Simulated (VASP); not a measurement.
Runs of VASP 6.6.1 on C. The structure is that of space group P-3m1 (No. 164), or close to it. The cells are those of the table. 

```tsv
cell	gap on the mesh (eV)	pressure (GPa)	largest force (eV/Å)
a = 2.525, b = 2.525, c = 14.372 Å, angles 90.0, 90.0, 60.0°, 12 atoms	-	-3.9	4.06
a = 2.525, b = 2.525, c = 18.372 Å, angles 90.0, 90.0, 60.0°, 12 atoms	none	-1.3	4.68
a = 2.525, b = 2.525, c = 12.872 Å, angles 90.0, 90.0, 60.0°, 12 atoms	(b)	-6.7	2.22
a = 2.525, b = 2.525, c = 15.372 Å, angles 90.0, 90.0, 60.0°, 12 atoms	none	-2.1	4.51
a = 2.525, b = 2.525, c = 12.072 Å, angles 90.0, 90.0, 60.0°, 12 atoms	3.90	20.3	14.24
a = 2.525, b = 2.525, c = 13.872 Å, angles 90.0, 90.0, 60.0°, 12 atoms	-	(c)	3.82
a = 2.525, b = 2.525, c = 13.122 Å, angles 90.0, 90.0, 60.0°, 12 atoms	(a)	-7.0	2.86
a = 2.525, b = 2.525, c = 13.372 Å, angles 90.0, 90.0, 60.0°, 12 atoms	-	-6.7	3.31
```

Alike in all rows: task single point; level PBE; potentials or basis VASP PAW PBE potentials, release 64 (C); no spin polarisation; k mesh 10 × 10 × 2; cutoff (eV) 520; smearing gaussian 0.05 eV.

**Question.** Estimate the missing entries.

**Answer.** (a) 1.98; (b) 2.99; (c) -5.3.

Caveats: forces of over 1 eV/Å act on the atoms, so gaps and moduli don't describe the material at rest; the cell stands under tension (at least some runs); the cell stands under pressure (at least some runs).

A k mesh can miss the band edges.

A gap of «none» marks levels without a gap at the run's occupations.
